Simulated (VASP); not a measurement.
**W: single point with r2SCAN**

The system is W.

```
CELL_PARAMETERS angstrom
0.00000 2.09090 1.99955
2.09090 0.00000 1.99955
2.09090 2.09090 0.00000
ATOMIC_POSITIONS crystal
W 0.00000 0.00000 0.00000
```

This cell differs from its parent crystal: strain +0.030 along x and y, -0.015 along z.

| Quantity | Value |
| --- | --- |
| Program | VASP 6.6.1 |
| Task | single point |
| Functional | r2SCAN |
| Potentials or basis | VASP PAW PBE potentials, release 64 (W_sv) |
| Cutoff | 520 eV |
| k mesh | 20 × 20 × 20 |
| Occupations | gaussian, width 0.15 eV |
| Spin | no spin polarisation |
| Dipole correction | no |
| Further INCAR settings | ALGO = Normal; EDIFF = 1e-06; NBANDS = 13 |

```json
{"Pressure": "-18.8 GPa", "Band gap on the k mesh": "zero (bands 7 and 8 overlap by 3.74 eV)"}
```

Stress tensor (GPa, compression positive):
```
-13.39   0.00   0.00
  0.00 -13.39   0.00
  0.00   0.00 -29.58
```

Levels at points of the mesh, in eV from the Fermi level:
```tsv
k point	band 3	band 4	band 5	band 6	band 7	band 8	band 9	band 10	band 11	band 12
(0.00, 0.00, 0.00)	-38.86	-38.83	-9.22	-0.80	-0.80	-0.15	2.05	2.92	13.24	18.06
(0.50, 0.00, 0.00)	-39.02	-38.94	-5.63	-1.08	-0.35	0.20	4.57	4.91	9.81	12.80
(0.50, 0.50, 0.00)	-39.26	-39.26	-5.28	-4.50	3.20	4.72	5.35	5.35	11.17	11.17
(0.50, 0.00, 0.50)	-39.20	-39.14	-5.39	-4.43	2.30	4.78	5.08	5.61	11.65	12.14
```

It took 2.4 min on 1 thread of Intel(R) Xeon(R) 6975P-C (Granite Rapids) (shared host), peak memory 0.26 GiB.

Caveat: the cell differs from its parent crystal (strain +0.030 along x and y, -0.015 along z); the stress differs along the axes, from -30 to -13 GPa; the PAW data sets were made with another functional, which shifts forces and pressure a little; spin-orbit coupling is left out, which moves the levels of the heavy elements.
